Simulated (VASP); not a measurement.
# TiRh (P4/mmm) in VASP: further runs

TiRh is run at these levels: LDA; tasks: vibrations by perturbation theory.

Program: VASP 6.6.1. These are calculated values, not measurements. Logs are shortened: lines on timing, memory, paths and dates and some standing lists are left out, and cuts for length are marked.

### 1 The cell of the first run

It takes space group P4/mmm (No. 123, tetragonal). The conventional cell has a = 2.881 Å, b = 2.881 Å, c = 3.326 Å, α = 90.00°, β = 90.00°, γ = 90.00°. Ti (site symmetry 4/mmm) has 8 Rh at 2.63 Å and 6 Ti at 2.88 to 3.33 Å within 3.5 Å. Within 3.5 Å of Rh (site symmetry 4/mmm) lie 8 Ti at 2.63 Å and 6 Rh at 2.88 to 3.33 Å.

### 2 Vibrations by perturbation theory, LDA (13.80 Å³/atom)

File INCAR:

```
SYSTEM = TiRh
PREC = Accurate ; ENCUT = 520
EDIFF = 1E-8 ; ISMEAR = -1
SIGMA = 0.15 ; LREAL = .False.
LASPH = .True. ; NELM = 60
ALGO = Fast ; ISIF = 2
LWAVE = .False. ; LCHARG = .False.
IBRION = 8 ; NSW = 1
```

File KPOINTS:

```
regular mesh
0
Gamma
  14 14 12
  0 0 0
```

File POSCAR:

```
TiRh
1.0
    2.8808173726      0.0000000000      0.0000000000
    0.0000000000      2.8808173726      0.0000000000
    0.0000000000      0.0000000000      3.3263853894
Ti Rh
1 1
Direct
    0.5000000000      0.5000000000      0.5000000000
    0.0000000000      0.0000000000      0.0000000000
```

Potentials or basis: VASP PAW LDA potentials, release 64 (Ti_sv, Rh_pv).

Launch:

```console
> cat potpaw_LDA.64/Ti_sv/POTCAR potpaw_LDA.64/Rh_pv/POTCAR > POTCAR
> mpirun -np 1 vasp_std > vasp.out
```

OUTCAR:

```text
SYSTEM = TiRh
   PREC = Accurate
   ENCUT = 520
   EDIFF = 1E-8
   ISMEAR = -1
   LREAL = .False.
   LASPH = .True.
   NELM = 60
   ISIF = 2
   IBRION = 8
   NSW = 1

 ion  position               nearest neighbor table
   1  0.500  0.500  0.500-   2 2.63   2 2.63   2 2.63   2 2.63   2 2.63   2 2.63   2 2.63   2 2.63

   2  0.000  0.000  0.000-   1 2.63   1 2.63   1 2.63   1 2.63   1 2.63   1 2.63   1 2.63   1 2.63

  LATTYP: Found a simple tetragonal cell.
 ALAT       =     2.8808173726
 C/A-ratio  =     1.1546672209

  Lattice vectors:

 A1 = (   2.8808173726,   0.0000000000,   0.0000000000)
 A2 = (   0.0000000000,   2.8808173726,   0.0000000000)
 A3 = (   0.0000000000,   0.0000000000,   3.3263853894)

Analysis of symmetry for initial positions (statically):
=====================================================================
 Subroutine PRICEL returns:
 Original cell was already a primitive cell.

 Routine SETGRP: Setting up the symmetry group for a
 simple tetragonal supercell.

 Subroutine GETGRP returns: Found 16 space group operations
 (whereof 16 operations were pure point group operations)
 out of a pool of 16 trial point group operations.

The static configuration has the point symmetry D_4h.

Analysis of symmetry for dynamics (positions and initial velocities):
=====================================================================
 Subroutine PRICEL returns:
 Original cell was already a primitive cell.

 Routine SETGRP: Setting up the symmetry group for a
 simple tetragonal supercell.

 Subroutine GETGRP returns: Found 16 space group operations
 (whereof 16 operations were pure point group operations)
 out of a pool of 16 trial point group operations.

The dynamic configuration has the point symmetry D_4h.

 Subroutine INISYM returns: Found 16 space group operations
 (whereof 16 operations are pure point group operations),
 and found     1 'primitive' translations

----------------------------------------------------------------------------------------

                                     Primitive cell

  volume of cell :      27.6060

  direct lattice vectors                    reciprocal lattice vectors
     2.880817373  0.000000000  0.000000000     0.347123705  0.000000000  0.000000000
     0.000000000  2.880817373  0.000000000     0.000000000  0.347123705  0.000000000
     0.000000000  0.000000000  3.326385389     0.000000000  0.000000000  0.300626621

  length of vectors
     2.880817373  2.880817373  3.326385389     0.347123705  0.347123705  0.300626621

  position of ions in fractional coordinates (direct lattice)
     0.500000000  0.500000000  0.500000000
     0.000000000  0.000000000  0.000000000

  ion indices of the primitive-cell ions
   primitive index   ion index
                 1           1
                 2           2

----------------------------------------------------------------------------------------

 KPOINTS: regular mesh

Automatic generation of k-mesh.
 Grid dimensions read from file:
 generate k-points for:   14   14   12

 Generating k-lattice:

  Cartesian coordinates                     Fractional coordinates (reciprocal lattice)
     0.024794550  0.000000000  0.000000000     0.071428571  0.000000000  0.000000000
     0.000000000  0.024794550  0.000000000     0.000000000  0.071428571  0.000000000
     0.000000000  0.000000000  0.025052218     0.000000000  0.000000000  0.083333333

  Length of vectors
     0.024794550  0.024794550  0.025052218

  Shift w.r.t. Gamma in fractional coordinates (k-lattice)
     0.000000000  0.000000000  0.000000000

 Subroutine IBZKPT returns following result:
 ===========================================

 Found    252 irreducible k-points:

 Following reciprocal coordinates:
            Coordinates               Weight
  0.000000  0.000000  0.000000      1.000000
  0.071429  0.000000  0.000000      4.000000
  0.142857  0.000000  0.000000      4.000000
  0.214286  0.000000  0.000000      4.000000
  0.285714  0.000000  0.000000      4.000000
  0.357143  0.000000  0.000000      4.000000
[... 16 lines left out ...]
  0.285714  0.214286  0.000000      8.000000
  0.357143  0.214286  0.000000      8.000000
 [... further k-points ...]
   k-points           NKPTS =    252   k-points in BZ     NKDIM =    252   number of bands    NBANDS=     17
   number of dos      NEDOS =    301   number of ions     NIONS =      2
   total plane-waves  NPLWV =  16128
   dimension x,y,z NGX =    24 NGY =   24 NGZ =   28
   dimension x,y,z NGXF=    48 NGYF=   48 NGZF=   56
   ions per type =               1   1
   NGX,Y,Z   is equivalent  to a cutoff of  13.85, 13.85, 13.99 a.u.
   NGXF,Y,Z  is equivalent  to a cutoff of  27.70, 27.70, 27.99 a.u.
 SYSTEM =  TiRh
   PREC   = accura    normal or accurate (medium, high low for compatibility)
   ISTART =      0    job   : 0-new  1-cont  2-samecut
   ICHARG =      2    charge: 1-file 2-atom 10-const
   ISPIN  =      1    spin polarized calculation?
   LNONCOLLINEAR =      F non collinear calculations
   LSORBIT =      F    spin-orbit coupling
   LASPH  =      T    aspherical Exc in radial PAW
   ENCUT  =  520.0 eV  38.22 Ry    6.18 a.u.   5.36  5.36  6.18*2*pi/ulx,y,z
   NELM   =     60;   NELMIN=  2; NELMDL= -5     # of ELM steps
   EDIFF  = 0.1E-07   stopping-criterion for ELM
   LREAL  =      F    real-space projection
   EDIFFG = 0.1E-06   stopping-criterion for IOM
   NSW    =      1    number of steps for IOM
   IBRION =      8    ionic relax: 0-MD 1-quasi-New 2-CG
   NFREE  =      0    steps in history (QN), initial steepest desc. (CG)
   ISIF   =      2    stress and relaxation
   ISYM   =      2    0-nonsym 1-usesym 2-fastsym
   POTIM  = 0.5000    time-step for ionic-motion
   TEBEG  =    0.0;   TEEND  =   0.0 temperature during run
   PSTRESS=    0.0 pullay stress
   NELECT =      27.0000    total number of electrons
   NUPDOWN=      -1.0000    fix difference up-down
   EMIN   =  10.00;   EMAX   =-10.00  energy-range for DOS
   EFERMI =   0.00;   METHOD = LEGACY
   ISMEAR =    -1;   SIGMA  =   0.15  broadening in eV -4-tet -1-fermi 0-gaus
   EFERMI_NEDOS =   21; number of points for ismear=-14 and -15
   IALGO  =     68    algorithm
   IMIX   =      4    mixing-type and parameters
     AMIX     =   0.40;   BMIX     =  1.00
     AMIX_MAG =   1.60;   BMIX_MAG =  1.00
  volume/ion in A,a.u.               =      13.80        93.15
  Fermi-wavevector in a.u.,A,eV,Ry     =   1.625030  3.070862 35.929216  2.640723
  Thomas-Fermi vector in A             =   2.718220
   LORBIT       =      0    0 simple, 1 ext, 2 COOP (PROOUT), +10 PAW based schemes
   GGA     = CA    functional components
   LHFCALC =     F    Hartree Fock is set to
   AEXX    =    0.0000 exact exchange contribution
   IVDW    =     0    specifies the selected vdW correction
   LEPSILON=     F    determine dielectric tensor
   LRPA    =     F    only Hartree local field effects (RPA)
 non-spin polarized calculation
 RMM-DIIS sequential band-by-band and
  energy-cutoff  :      520.00
  volume of cell :       27.61
 maximum number of plane-waves:       768
 NGX is ok and might be reduce to    24
   NGX = 11   NGY = 11   NGZ = 13

--------------------------------------- Ionic step        1  -------------------------------------------

 number of electron      27.0000005 magnetization

 Free energy of the ion-electron system (eV)
  ---------------------------------------------------
  ext. energy  EPLUGINS =         0.00000000
  ---------------------------------------------------
  free energy    TOTEN  =       -18.81812615 eV

  energy without entropy =      -18.66398924  energy(sigma->0) =      -18.74105769

 E-fermi :  11.5998     XC(G=0): -13.6338

 val. band max:       11.5984819856   @ k =   0.5000   0.2143   0.3333
 cond. band min:      11.6012077340   @ k =   0.5000   0.1429   0.5000
 fundamental gap:      0.0027257484
 Fermi energy:        11.5998219967

 k-point     1 :       0.0000    0.0000    0.0000
  band No.  band energies     occupation
      1     -44.9268      2.00000
      2     -35.0679      2.00000
      3     -34.9725      2.00000
      4     -34.9725      2.00000
      5     -21.5104      2.00000
      6     -21.3478      2.00000
[... 457 lines left out ...]
      4     -35.0356      2.00000
      5     -21.6759      2.00000
      6     -21.4823      2.00000
[... 9 lines left out ...]
     16      12.7734      0.00080
     17      13.4284      0.00001

 [... further k-points ...]

------------------------ aborting loop because EDIFF is reached ----------------------------------------

  FORCE on cell =-STRESS in cart. coord.  units (eV):
  Direction    XX          YY          ZZ          XY          YZ          ZX
  --------------------------------------------------------------------------------------
  -------------------------------------------------------------------------------------
  Total        0.8936804      0.8936804      0.8944862      0.0000000      0.0000000     -0.0000000
  in kB       51.8667224     51.8667224     51.9134904      0.0000000      0.0000000     -0.0000000
  external PRESSURE =      51.8823117 kB  Pullay stress =       0.0000000 kB

 VOLUME and BASIS-vectors are now :
 -----------------------------------------------------------------------------
  energy-cutoff  :      520.00
  volume of cell :       27.61
      direct lattice vectors                 reciprocal lattice vectors
     2.880817373  0.000000000  0.000000000     0.347123705  0.000000000  0.000000000
     0.000000000  2.880817373  0.000000000     0.000000000  0.347123705  0.000000000
     0.000000000  0.000000000  3.326385389     0.000000000  0.000000000  0.300626621

 POSITION                                       TOTAL-FORCE (eV/Angst)
 -----------------------------------------------------------------------------------
      1.44041      1.44041      1.66319         0.000000      0.000000      0.000000
      0.00000      0.00000      0.00000         0.000000      0.000000      0.000000
 -----------------------------------------------------------------------------------
    total drift:                                0.000000      0.000000     -0.000000

  FREE ENERGIE OF THE ION-ELECTRON SYSTEM (eV)
  ---------------------------------------------------
  free  energy   TOTEN  =       -18.8181261507 eV

  energy  without entropy=      -18.6639892391  energy(sigma->0) =      -18.74105769

[... ionic steps 2 to 3 ...]

--------------------------------------- Ionic step        4  -------------------------------------------

------------------------ aborting loop because EDIFF is reached ----------------------------------------
[... 11 lines left out ...]
[... ionic steps 8 to 8 ...]

--------------------------------------- Ionic step        9  -------------------------------------------

 Free energy of the ion-electron system (eV)
  ---------------------------------------------------
  ---------------------------------------------------
  free energy    TOTEN  =        -0.52780762 eV

  energy without entropy =       -0.52780759

------------------------ aborting loop because EDIFF is reached ----------------------------------------

 INTERNAL STRAIN TENSOR  FOR ION    2  DIRECTION 3   (eV/Angst):
 -----------------------------------------------------------------------------
    -0.00782  0.00000  0.00000
     0.00000 -0.00782  0.00000
     0.00000  0.00000  0.05398

 INTERNAL STRAIN TENSOR FOR ION    2 for displacements in x,y,z  (eV/Angst):
          X           Y           Z          XY          YZ          ZX
  --------------------------------------------------------------------------------
  x     0.00000     0.00000     0.00000     0.00000     0.00000     0.00000
  y     0.00000     0.00000     0.00000     0.00000     0.00000     0.00000
  z     0.00000     0.00000     0.00000     0.00000     0.00000     0.00000

 SECOND DERIVATIVES (NOT SYMMETRIZED)
 ------------------------------------
               1X          1Y          1Z          2X          2Y          2Z
  1X    -4.848129    0.000000    0.000000    4.848129    0.000000    0.000000
  1Y     0.000000   -4.848129    0.000000    0.000000    4.848129    0.000000
  1Z     0.000000   -0.000000   -5.790047    0.000000    0.000000    5.790047
  2X     4.892011    0.000000    0.000000   -4.892011    0.000000    0.000000
  2Y     0.000000    4.892011    0.000000    0.000000   -4.892011    0.000000
  2Z     0.000000    0.000000    5.840903    0.000000   -0.000000   -5.840903

 Eigenvectors and eigenvalues of the dynamical matrix
 ----------------------------------------------------

   1 f  =    6.589926 THz    41.405728 2PiTHz  219.816280 cm-1    27.253733 meV
             X         Y         Z           dx          dy          dz
      1.440409  1.440409  1.663193     0.000000   -0.000000    0.824963
      0.000000  0.000000  0.000000     0.000000    0.000000   -0.565186
[... 21 lines left out ...]
   6 f/i=    0.013435 THz     0.084413 2PiTHz    0.448136 cm-1     0.055562 meV
             X         Y         Z           dx          dy          dz
      1.440409  1.440409  1.663193     0.000000   -0.000000    0.565186
      0.000000  0.000000  0.000000     0.000000   -0.000000    0.824963

--------------------------------------------------------------------------------------------------------

 ELASTIC MODULI CONTR FROM IONIC RELAXATION (kBar)
 Direction    XX          YY          ZZ          XY          YZ          ZX
 --------------------------------------------------------------------------------
 XX           0.0000      0.0000      0.0000      0.0000      0.0000      0.0000
 YY           0.0000      0.0000      0.0000      0.0000      0.0000      0.0000
 ZZ           0.0000      0.0000      0.0000      0.0000      0.0000      0.0000
 XY           0.0000      0.0000      0.0000      0.0000      0.0000      0.0000
 YZ           0.0000      0.0000      0.0000      0.0000      0.0000      0.0000
 ZX           0.0000      0.0000      0.0000      0.0000      0.0000      0.0000
 --------------------------------------------------------------------------------
```

Run time: 17 min. Hardware: 1 thread of AMD EPYC 9R45 (Zen 5), shared host; peak memory 0.72 GiB.

Results:

* Highest phonon frequency at Γ: 220 cm⁻¹

Phonon frequencies in cm⁻¹ (negative: imaginary):
```
              q point        frequencies
(0.000, 0.000, 0.000)  0 0 0 201 201 220
```

Caveat: the cell stands under pressure or tension, which shifts response properties.

(Continued in part 2 of 2.)
